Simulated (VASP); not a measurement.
Crystal: Ru.

```
Ru
1.0
     2.68764    0.00000    0.00000
    -1.34382    2.32756    0.00000
     0.00000    0.00000    4.25316
Ru
2
Direct
  0.66667 0.33333 0.75000
  0.33333 0.66667 0.25000
```

Base run:

```yaml
Program: VASP 6.6.1
Functional: r2SCAN
Dispersion: rVV10
Potentials_or_basis: VASP PAW PBE potentials, release 64 (Ru_sv)
Cutoff: 620 eV
k_mesh: 11 × 11 × 6
Occupations: fermi-dirac, width 0.05 eV
Spin: no spin polarisation
```

Its results: band gap on the k mesh zero (bands 16 and 17 overlap by 3.30 eV); pressure 2.8 GPa.

Question: The run is repeated on the same cell with these changes: dispersion from rVV10 to none. What comes out?

Answer: Band gap on the k mesh zero (bands 16 and 17 overlap by 3.31 eV); pressure 5.1 GPa.

Dispersion adds attraction, which lowers the pressure at fixed volume.

Caveats: the PAW data sets were made with another functional, which shifts forces and pressure a little; the cell stands under pressure (at least some runs).
